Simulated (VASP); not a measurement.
Runs of VASP 6.6.1 on SiB4. The structure is that of space group P6/mmm (No. 191), or close to it. The cells are those of the table. 

```csv
task,cell,k mesh,cutoff (eV),gap on the mesh (eV),pressure (GPa),relaxed volume (Å³/atom)
relaxation of cell and atoms,"relaxed from a = 4.006, b = 4.006, c = 4.012 Å, angles 90.0, 90.0, 120.0°, 5 atoms",12 × 12 × 10,600,none,-0.1,11.17
single point,"a = 4.006, b = 4.006, c = 4.012 Å, angles 90.0, 90.0, 120.0°, 5 atoms",6 × 6 × 6,520,none,-0.2,-
single point,"a = 4.010, b = 4.010, c = 4.012 Å, angles 90.0, 90.0, 120.0°, 5 atoms",12 × 12 × 10,520,none,-0.2,-
relaxation of cell and atoms,"relaxed from a = 3.704, b = 3.704, c = 3.241 Å, angles 90.0, 90.0, 120.0°, 5 atoms",6 × 6 × 6,600,none,0.0,(a)
```

Alike in all rows: level PBE; potentials or basis VASP PAW PBE potentials, release 64 (Si, B); no spin polarisation; smearing gaussian 0.1 eV.

Problem. Estimate the missing entries.

Solution. (a) 11.14.

Caveats: the volume moved by over 15 % at a fixed basis, so the end points are rough (some runs).

A gap of «none» marks levels without a gap at the run's occupations.
